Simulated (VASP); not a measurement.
# ZnO (P6_3/mmc) in VASP: a series of runs

Aim: see how the results for ZnO move with the level of theory and the settings. Levels: PBEsol, PBE. Tasks: single point.

Everything below comes from runs of VASP 6.6.1. Logs are shortened: lines on timing, memory, paths and dates and some standing lists are left out, and cuts for length are marked.

## (1) The cell of the first run

It takes space group P6_3/mmc (No. 194, hexagonal). The conventional cell has a = 3.410 Å, b = 3.410 Å, c = 4.489 Å, α = 90.00°, β = 90.00°, γ = 120.00°. Zn (site symmetry -6m2) has 5 O at 1.97 to 2.24 Å within 2.6 Å. Within 2.6 Å of O (site symmetry -6m2) lie 5 Zn at 1.97 to 2.24 Å.

## (2) Single point, PBEsol

File INCAR:

```
PREC     = Accurate       # precision mode
ENCUT    = 520            # plane-wave cutoff, eV
EDIFF    = 1E-6           # SCF threshold, eV
ISMEAR   = -1             # smearing method
SIGMA    = 0.02           # smearing width, eV
LREAL    = F              # projectors in reciprocal space
LASPH    = T              # aspherical terms in the spheres
NELM     = 60             # most SCF steps
ALGO     = Normal         # electronic algorithm
ISIF     = 2              # what is computed and relaxed
LWAVE    = F              # write WAVECAR
LCHARG   = F              # write CHGCAR
GGA      = PS             # functional
NBANDS   = 26             # bands
```

File KPOINTS:

```
regular mesh
0
Gamma
  12 12 6
```

File POSCAR:

```
ZnO
1.0
    3.4099157938      0.0000000000      0.0000000000
   -1.7049578969      2.9530737022      0.0000000000
    0.0000000000      0.0000000000      4.4886876534
Zn O
2 2
Direct
    0.3333333333      0.6666666667      0.2500000000
    0.6666666667      0.3333333333      0.7500000000
    0.6666666667      0.3333333333      0.2500000000
    0.3333333333      0.6666666667      0.7500000000
```

Potentials or basis: VASP PAW PBE potentials, release 64 (Zn, O).

Command:

```console
$ cat potpaw_PBE.64/Zn/POTCAR potpaw_PBE.64/O/POTCAR > POTCAR
$ mpirun -np 1 vasp_std > vasp.out
```

OUTCAR:

```text
PREC = Accurate
   ENCUT = 520
   EDIFF = 1E-6
   ISMEAR = -1
   LREAL = F
   LASPH = T
   NELM = 60
   ISIF = 2
   GGA = PS

 ion  position               nearest neighbor table
   1  0.333  0.667  0.250-   3 1.97   3 1.97   3 1.97   4 2.24   4 2.24   2 2.99   2 2.99   2 2.99
                             2 2.99   2 2.99   2 2.99
   2  0.667  0.333  0.750-   4 1.97   4 1.97   4 1.97   3 2.24   3 2.24   1 2.99   1 2.99   1 2.99
                             1 2.99   1 2.99   1 2.99
   3  0.667  0.333  0.250-   1 1.97   1 1.97   1 1.97   2 2.24   2 2.24
   4  0.333  0.667  0.750-   2 1.97   2 1.97   2 1.97   1 2.24   1 2.24

  LATTYP: Found a hexagonal cell.
 ALAT       =     3.4099157938
 C/A-ratio  =     1.3163631963

  Lattice vectors:

 A1 = (   3.4099157938,   0.0000000000,   0.0000000000)
 A2 = (  -1.7049578969,   2.9530737022,   0.0000000000)
 A3 = (   0.0000000000,   0.0000000000,   4.4886876534)

Analysis of symmetry for initial positions (statically):
=====================================================================
 Subroutine PRICEL returns:
 Original cell was already a primitive cell.

 Routine SETGRP: Setting up the symmetry group for a
 hexagonal supercell.

 Subroutine GETGRP returns: Found 24 space group operations
 (whereof 12 operations were pure point group operations)
 out of a pool of 24 trial point group operations.

The static configuration has the point symmetry D_3d.
 The point group associated with its full space group is D_6h.

Analysis of symmetry for dynamics (positions and initial velocities):
=====================================================================
 Subroutine PRICEL returns:
 Original cell was already a primitive cell.

 Routine SETGRP: Setting up the symmetry group for a
 hexagonal supercell.

 Subroutine GETGRP returns: Found 24 space group operations
 (whereof 12 operations were pure point group operations)
 out of a pool of 24 trial point group operations.

The dynamic configuration has the point symmetry D_3d.
 The point group associated with its full space group is D_6h.

 Subroutine INISYM returns: Found 24 space group operations
 (whereof 12 operations are pure point group operations),
 and found     1 'primitive' translations

----------------------------------------------------------------------------------------

                                     Primitive cell

  volume of cell :      45.1999

  direct lattice vectors                    reciprocal lattice vectors
     3.409915794  0.000000000  0.000000000     0.293262374  0.169315110  0.000000000
    -1.704957897  2.953073702  0.000000000     0.000000000  0.338630221  0.000000000
     0.000000000  0.000000000  4.488687653     0.000000000  0.000000000  0.222782264

  length of vectors
     3.409915794  3.409915794  4.488687653     0.338630221  0.338630221  0.222782264

  position of ions in fractional coordinates (direct lattice)
     0.333333333  0.666666667  0.250000000
     0.666666667  0.333333333  0.750000000
     0.666666667  0.333333333  0.250000000
     0.333333333  0.666666667  0.750000000

  ion indices of the primitive-cell ions
   primitive index   ion index
                 1           1
                 2           2
                 3           3
                 4           4

----------------------------------------------------------------------------------------

 KPOINTS: regular mesh

Automatic generation of k-mesh.
 Grid dimensions read from file:
 generate k-points for:   12   12    6

 Generating k-lattice:

  Cartesian coordinates                     Fractional coordinates (reciprocal lattice)
     0.024438531  0.014109593  0.000000000     0.083333333  0.000000000  0.000000000
     0.000000000  0.028219185  0.000000000     0.000000000  0.083333333  0.000000000
     0.000000000  0.000000000  0.037130377     0.000000000  0.000000000  0.166666667

  Length of vectors
     0.028219185  0.028219185  0.037130377

  Shift w.r.t. Gamma in fractional coordinates (k-lattice)
     0.000000000  0.000000000  0.000000000

 Subroutine IBZKPT returns following result:
 ===========================================

 Found     76 irreducible k-points:

 Following reciprocal coordinates:
            Coordinates               Weight
  0.000000  0.000000  0.000000      1.000000
  0.083333  0.000000  0.000000      6.000000
  0.166667  0.000000  0.000000      6.000000
  0.250000  0.000000  0.000000      6.000000
  0.333333  0.000000  0.000000      6.000000
  0.416667  0.000000  0.000000      6.000000
[... 16 lines left out ...]
  0.250000  0.000000  0.166667     12.000000
  0.333333  0.000000  0.166667     12.000000
 [... further k-points ...]
   k-points           NKPTS =     76   k-points in BZ     NKDIM =     76   number of bands    NBANDS=     26
   number of dos      NEDOS =    301   number of ions     NIONS =      4
   total plane-waves  NPLWV =  28224
   dimension x,y,z NGX =    28 NGY =   28 NGZ =   36
   dimension x,y,z NGXF=    56 NGYF=   56 NGZF=   72
   ions per type =               2   2
   NGX,Y,Z   is equivalent  to a cutoff of  13.65, 13.65, 13.33 a.u.
   NGXF,Y,Z  is equivalent  to a cutoff of  27.30, 27.30, 26.67 a.u.
 SYSTEM =  unknown system
   PREC   = accura    normal or accurate (medium, high low for compatibility)
   ISTART =      0    job   : 0-new  1-cont  2-samecut
   ICHARG =      2    charge: 1-file 2-atom 10-const
   ISPIN  =      1    spin polarized calculation?
   LNONCOLLINEAR =      F non collinear calculations
   LSORBIT =      F    spin-orbit coupling
   LASPH  =      T    aspherical Exc in radial PAW
   ENCUT  =  520.0 eV  38.22 Ry    6.18 a.u.   6.34  6.34  8.35*2*pi/ulx,y,z
   NELM   =     60;   NELMIN=  2; NELMDL= -5     # of ELM steps
   EDIFF  = 0.1E-05   stopping-criterion for ELM
   LREAL  =      F    real-space projection
   EDIFFG = 0.1E-04   stopping-criterion for IOM
   NSW    =      0    number of steps for IOM
   IBRION =     -1    ionic relax: 0-MD 1-quasi-New 2-CG
   NFREE  =      0    steps in history (QN), initial steepest desc. (CG)
   ISIF   =      2    stress and relaxation
   ISYM   =      2    0-nonsym 1-usesym 2-fastsym
   POTIM  = 0.5000    time-step for ionic-motion
   TEBEG  =    0.0;   TEEND  =   0.0 temperature during run
   PSTRESS=    0.0 pullay stress
   NELECT =      36.0000    total number of electrons
   NUPDOWN=      -1.0000    fix difference up-down
   EMIN   =  10.00;   EMAX   =-10.00  energy-range for DOS
   EFERMI =   0.00;   METHOD = LEGACY
   ISMEAR =    -1;   SIGMA  =   0.02  broadening in eV -4-tet -1-fermi 0-gaus
   EFERMI_NEDOS =   21; number of points for ismear=-14 and -15
   IALGO  =     38    algorithm
   IMIX   =      4    mixing-type and parameters
     AMIX     =   0.40;   BMIX     =  1.00
     AMIX_MAG =   1.60;   BMIX_MAG =  1.00
  volume/ion in A,a.u.               =      11.30        76.26
  Fermi-wavevector in a.u.,A,eV,Ry     =   1.517504  2.867667 31.331753  2.302819
  Thomas-Fermi vector in A             =   2.626751
   LORBIT       =      0    0 simple, 1 ext, 2 COOP (PROOUT), +10 PAW based schemes
   GGA     = PS    functional components
   LHFCALC =     F    Hartree Fock is set to
   AEXX    =    0.0000 exact exchange contribution
   IVDW    =     0    specifies the selected vdW correction
   LEPSILON=     F    determine dielectric tensor
   LRPA    =     F    only Hartree local field effects (RPA)
 non-spin polarized calculation
  energy-cutoff  :      520.00
  volume of cell :       45.20
 maximum number of plane-waves:      1242
 NGX is ok and might be reduce to    28
   NGX = 13   NGY = 13   NGZ = 17

 number of electron      36.0000017 magnetization

 Free energy of the ion-electron system (eV)
  ---------------------------------------------------
  ext. energy  EPLUGINS =         0.00000000
  ---------------------------------------------------
  free energy    TOTEN  =       -19.16907077 eV

  energy without entropy =      -19.16907077  energy(sigma->0) =      -19.16907077

 E-fermi :   1.8233     XC(G=0): -11.4912

 val. band max:        1.3417567691   @ k =   0.3333   0.3333   0.5000
 cond. band min:       2.2568930175   @ k =   0.0000   0.0000   0.0000
 fundamental gap:      0.9151362484
 Fermi energy:         1.8232794600

 k-point     1 :       0.0000    0.0000    0.0000
  band No.  band energies     occupation
      1     -16.7714      2.00000
      2     -15.5422      2.00000
      3      -4.4842      2.00000
      4      -4.4842      2.00000
      5      -4.3570      2.00000
      6      -4.3570      2.00000
[... 18 lines left out ...]
     25      14.4878      0.00000
     26      16.7583      0.00000

 k-point     2 :       0.0833    0.0000    0.0000
  band No.  band energies     occupation
      1     -16.7320      2.00000
      2     -15.5369      2.00000
      3      -4.4909      2.00000
      4      -4.4542      2.00000
      5      -4.3802      2.00000
      6      -4.3072      2.00000
[... 18 lines left out ...]
     25      14.6643      0.00000
     26      17.6347      0.00000

 k-point     3 :       0.1667    0.0000    0.0000
  band No.  band energies     occupation
      1     -16.6200      2.00000
      2     -15.5260      2.00000
      3      -4.5374      2.00000
      4      -4.3920      2.00000
      5      -4.3609      2.00000
      6      -4.1699      2.00000
[... 18 lines left out ...]
     25      15.1945      0.00000
     26      16.2953      0.00000

 k-point     4 :       0.2500    0.0000    0.0000
  band No.  band energies     occupation
      1     -16.4535      2.00000
      2     -15.5221      2.00000
      3      -4.6194      2.00000
      4      -4.3247      2.00000
      5      -4.2095      2.00000
      6      -3.9699      2.00000
[... 18 lines left out ...]
     25      14.9163      0.00000
     26      16.0680      0.00000
[... 496 lines left out ...]
      1     -16.5439      2.00000
      2     -15.5932      2.00000
      3      -4.5895      2.00000
      4      -4.4620      2.00000
      5      -4.3707      2.00000
      6      -4.2152      2.00000
[... 18 lines left out ...]
     25      14.6922      0.00000
     26      15.8592      0.00000

 k-point    23 :       0.2500    0.0000    0.1667
  band No.  band energies     occupation
      1     -16.3851      2.00000
      2     -15.5750      2.00000
      3      -4.6824      2.00000
      4      -4.4589      2.00000
      5      -4.2180      2.00000
      6      -4.0328      2.00000
[... 18 lines left out ...]
     25      14.7397      0.00000
     26      15.2718      0.00000

 k-point    24 :       0.3333    0.0000    0.1667
  band No.  band energies     occupation
      1     -16.2041      2.00000
      2     -15.5755      2.00000
      3      -4.7536      2.00000
      4      -4.3906      2.00000
      5      -4.0349      2.00000
      6      -3.9879      2.00000
[... 18 lines left out ...]
     25      14.3162      0.00000
     26      15.7489      0.00000

 [... further k-points ...]
[... 5 lines left out ...]
  --------------------------------------------------------------------------------------
  -------------------------------------------------------------------------------------
  Total        0.2751664      0.2751664      0.1255123      0.0000000      0.0000000      0.0000000
  in kB        9.7536840      9.7536840      4.4489697      0.0000000      0.0000000      0.0000000
  external PRESSURE =       7.9854459 kB  Pullay stress =       0.0000000 kB

 VOLUME and BASIS-vectors are now :
 -----------------------------------------------------------------------------
  energy-cutoff  :      520.00
  volume of cell :       45.20
      direct lattice vectors                 reciprocal lattice vectors
     3.409915794  0.000000000  0.000000000     0.293262374  0.169315110  0.000000000
    -1.704957897  2.953073702  0.000000000     0.000000000  0.338630221  0.000000000
     0.000000000  0.000000000  4.488687653     0.000000000  0.000000000  0.222782264

 POSITION                                       TOTAL-FORCE (eV/Angst)
 -----------------------------------------------------------------------------------
     -0.00000      1.96872      1.12217        -0.000000     -0.000000     -0.000000
      1.70496      0.98436      3.36652         0.000000      0.000000     -0.000000
      1.70496      0.98436      1.12217        -0.000000     -0.000000      0.000000
     -0.00000      1.96872      3.36652        -0.000000     -0.000000      0.000000
 -----------------------------------------------------------------------------------
    total drift:                                0.000000      0.000000     -0.000000

  FREE ENERGIE OF THE ION-ELECTRON SYSTEM (eV)
  ---------------------------------------------------
  free  energy   TOTEN  =       -19.1690707708 eV

  energy  without entropy=      -19.1690707708  energy(sigma->0) =      -19.16907077
```

It took 33 s on 1 thread of Intel Xeon 6975P-C (Granite Rapids), shared host; peak memory 0.21 GiB.

What came out:

* Free energy: -19.1691 eV
* Pressure: 0.8 GPa
* Band gap on the k mesh: 0.92 eV, indirect (least direct gap 0.95 eV)

Levels at points of the mesh, in eV from the valence-band top:
```tsv
k point	band 16	band 17	band 18	band 19	band 20	band 21
(0.00, 0.00, 0.00)	-0.78	-0.04	-0.04	0.92	4.86	9.82
(0.50, 0.00, 0.00)	-2.51	-1.48	-1.33	5.85	6.38	7.86
(0.00, 0.00, 0.50)	-0.35	-0.35	-0.35	4.29	4.29	11.35
(0.50, 0.00, 0.50)	-1.88	-0.35	-0.35	6.02	6.02	8.77
```

Caveat: the PAW data sets were made with another functional, which shifts forces and pressure a little. A k mesh can miss the band edges.

## (3) Single point, PBE

This run uses another cell than the first one, of 11.86 Å³/atom, 1.050 times its volume.

File INCAR:

```
SYSTEM = ZnO
  PREC = Accurate
  ENCUT = 520
  EDIFF = 1E-6
  ISMEAR = -1
  SIGMA = 0.02
  LREAL = .FALSE.
  LASPH = .TRUE.
  NELM = 60
  ALGO = Normal
  ISIF = 2
  LWAVE = .FALSE.
  LCHARG = .FALSE.
  GGA = PE
  NBANDS = 26
```

File KPOINTS:

```
Automatic mesh
0
G
  12 12 6
  0 0 0
```

File POSCAR:

```
ZnO
1.0
    3.4443157165      0.0000000000      0.0000000000
   -1.7221578583      2.9828649092      0.0000000000
    0.0000000000      0.0000000000      4.6180208387
Zn O
2 2
Direct
    0.3333333333      0.6666666667      0.2500000000
    0.6666666667      0.3333333333      0.7500000000
    0.6666666667      0.3333333333      0.2500000000
    0.3333333333      0.6666666667      0.7500000000
```

Potentials or basis: VASP PAW PBE potentials, release 64 (Zn, O).

Command:

```console
$ cat potpaw_PBE.64/Zn/POTCAR potpaw_PBE.64/O/POTCAR > POTCAR
$ mpirun -np 1 vasp_std > vasp.out
```

Wall time 39 s (1 thread of Intel Xeon 6975P-C (Granite Rapids), shared host); peak memory 0.22 GiB.

Results (log left out):

* Free energy: -17.5833 eV
* Pressure: 0.9 GPa
* Band gap on the k mesh: 0.93 eV, direct

Stress tensor (GPa, compression positive):
```
1.18 0.00 0.00
0.00 1.18 0.00
0.00 0.00 0.45
```

Levels at points of the mesh, in eV from the valence-band top:
```csv
k point,band 16,band 17,band 18,band 19,band 20,band 21
"(0.00, 0.00, 0.00)",-0.67,0.00,0.00,0.93,4.78,9.59
"(0.50, 0.00, 0.00)",-2.29,-1.25,-1.22,5.70,6.56,7.70
"(0.00, 0.00, 0.50)",-0.29,-0.29,-0.29,4.14,4.14,11.07
"(0.50, 0.00, 0.50)",-1.74,-0.34,-0.34,6.07,6.07,8.53
```

A hybrid or GW would open this gap; PBE tends to underestimate it.
